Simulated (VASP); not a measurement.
The system is Ga2BSb3.

```xyz
6
Lattice="4.9910 0.0000 0.0000 -2.4955 4.3224 0.0000 0.0000 0.0000 6.3677" Properties=species:S:1:pos:R:3 pbc="T T T"
Ga    2.4955    1.4408    1.4324
Ga    2.4955    1.4408    4.9353
B     0.0000    0.0000    0.0000
Sb    0.0000    0.0000    3.1838
Sb    0.0000    2.8816    0.0000
Sb    0.0000    2.8816    3.1838
```

The cell was built from a structure type or drawn by symmetry, and may not be a known phase.

```yaml
Program: VASP 6.6.1
Task: relaxation of cell and atoms
Functional: PBE
Potentials_or_basis: VASP PAW PBE potentials, release 64 (Ga_d, B, Sb)
Cutoff: 600 eV
k_mesh: 6 × 6 × 4
Occupations: gaussian, width 0.1 eV
Spin: no spin polarisation
```

At the start: pressure 0.3 GPa; volume 22.90 Å³/atom.

Question: Where does the relaxation end?

Answer: Over 10 steps the energy falls by 30.7 meV/atom and the volume is 22.66 Å³/atom (-1.0 %); space group P-6m2 (No. 187, to 0.1 Å) before and after.

Step by step:
```csv
step,energy change (eV),largest force (eV/Å),pressure (GPa),volume (Å³)
1,0.0000,0.0065,0.33,137.37
2,-0.1347,0.1425,-0.58,138.20
3,-0.1596,0.2067,-0.95,138.56
4,-0.1603,0.2169,-1.01,138.62
5,-0.1739,0.2082,0.05,135.50
6,-0.1739,0.2074,0.12,135.39
7,-0.1791,0.1433,0.22,135.19
8,-0.1817,0.0706,0.33,134.93
9,-0.1840,0.0241,-0.21,136.08
10,-0.1840,0.0300,-0.09,135.94
```

Final structure:
```
CELL_PARAMETERS angstrom
5.10619 0.00000 0.00000
-2.55310 4.42209 0.00000
0.00000 0.00000 6.02058
ATOMIC_POSITIONS crystal
Ga 0.66667 0.33333 0.23383
Ga 0.66667 0.33333 0.76617
B 0.00000 0.00000 0.00000
Sb 0.00000 0.00000 0.50000
Sb 0.33333 0.66667 0.00000
Sb 0.33333 0.66667 0.50000
```

Caveat: the highest band is partly filled, so the run has too few bands.
